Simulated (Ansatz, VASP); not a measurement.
## Na in VASP and in Ansatz

```
Na
1.0
    -2.11750    2.11750    2.18102
     2.11750   -2.11750    2.18102
     2.11750    2.11750   -2.18102
Na
1
Direct
  0.00000 0.00000 0.00000
```

Change from the starting cell: zz strain of +3 %, crystal datasets.

Alike in both runs: task electric field gradients; functional PBE; k mesh 12 × 12 × 12; occupations fermi-dirac, width 0.05 eV; no spin polarisation.

|  | VASP | Ansatz |
| --- | --- | --- |
| version | VASP 6.6.1 | Ansatz 0.2.0 |
| potentials or method | VASP PAW PBE potentials, release 64 (Na_pv), cutoff 520 eV | all-electron PAW with datasets made for the crystal, scalar-relativistic |

|  | VASP | Ansatz | Ansatz less VASP |
| --- | --- | --- | --- |
| pressure (GPa) | -0.4 | -0.4 | +0.01 |

Ansatz ran all-electron here, and VASP with PAW potentials.
